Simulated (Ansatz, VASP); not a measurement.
**RbCl in VASP and in Ansatz**

The input INCAR:

```
SYSTEM = RbCl
ALGO = Normal
EDIFF = 1E-6
ENCUT = 500
GGA = PE
GGA_COMPAT = .False.
ISIF = 2
ISMEAR = 0
LASPH = .True.
LCHARG = .False.
LREAL = .False.
LWAVE = .False.
NBANDS = 15
NELM = 120
PREC = Accurate
SIGMA = 0.01
```

File KPOINTS:

```
k-points
0
Gamma
  6 6 6
  0 0 0
```

POSCAR

```
RbCl
1.0
    0.0000000000      3.3491260046      3.3491260046
    3.3491260046      0.0000000000      3.3491260046
    3.3491260046      3.3491260046      0.0000000000
Rb Cl
1 1
Direct
    0.0000000000      0.0000000000      0.0000000000
    0.5000000000      0.5000000000      0.5000000000
```

Input for Ansatz:

```yaml
crystal:
  lattice:
    - [0.0, 3.3491260046, 3.3491260046]
    - [3.3491260046, 0.0, 3.3491260046]
    - [3.3491260046, 3.3491260046, 0.0]
  atoms:
    - { symbol: Rb, position: [0.0, 0.0, 0.0] }
    - { symbol: Cl, position: [0.5, 0.5, 0.5] }
kpoints:
  mp_grid: { grid: [6, 6, 6] }
hamiltonian:
  xc: pbe
scf:
  occupations: { method: fixed }
  n_extra_bands: 4
output:
  forces: true
  stress: true
  eigenvalues: true
```

Alike in both runs: task single point; functional PBE; k mesh 6 × 6 × 6; no spin polarisation.

|  | VASP | Ansatz |
| --- | --- | --- |
| version | VASP 6.6.1 | Ansatz 0.2.0 |
| potentials or method | VASP PAW PBE potentials, release 64 (Rb_sv, Cl) | plane waves, PAW |
| plane-wave cutoff (eV) | 500 | 420 |
| occupations | gaussian, width 0.01 eV | fixed |
| valence electrons in the cell | 16 | 16 |

```csv
,VASP,Ansatz,Ansatz less VASP
gap on the k mesh at the Fermi level (eV),4.83,4.84,+0.003
pressure (GPa),0.0,0.0,+0.01
```
